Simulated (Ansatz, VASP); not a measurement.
**Ca4Zn3: VASP beside Ansatz**

```
Ca Zn
1.0
     6.70652    0.00000    0.00000
    -3.35326    5.80802    0.00000
     0.00000    0.00000    5.45573
Ca Zn
4 3
Direct
  0.00000 0.00000 0.50000
  0.50000 0.00000 0.00000
  0.00000 0.50000 0.00000
  0.50000 0.50000 0.00000
  0.33333 0.66667 0.50000
  0.66667 0.33333 0.50000
  0.00000 0.00000 0.00000
```

Alike in both runs: functional PBE; k mesh 6 × 6 × 8; occupations gaussian, width 0.1 eV; no spin polarisation.

Ansatz relaxed the structure, and its values are those at the end. VASP's run is a single point on that final structure, the one shown.

```csv
,VASP,Ansatz
version,VASP 6.6.1,Ansatz 0.2.0
potentials or method,"VASP PAW PBE potentials, release 64 (Ca_sv, Zn), cutoff 520 eV","scalar-relativistic, plane waves, PAW"
valence electrons in the cell,76,76
```

```tsv
	VASP	Ansatz	Ansatz less VASP
gap on the k mesh at the Fermi level (eV)	none	none	-
pressure (GPa)	0.1	0.0	-0.07
```

A gap of «none» marks a metal or a gap that the smearing closes.
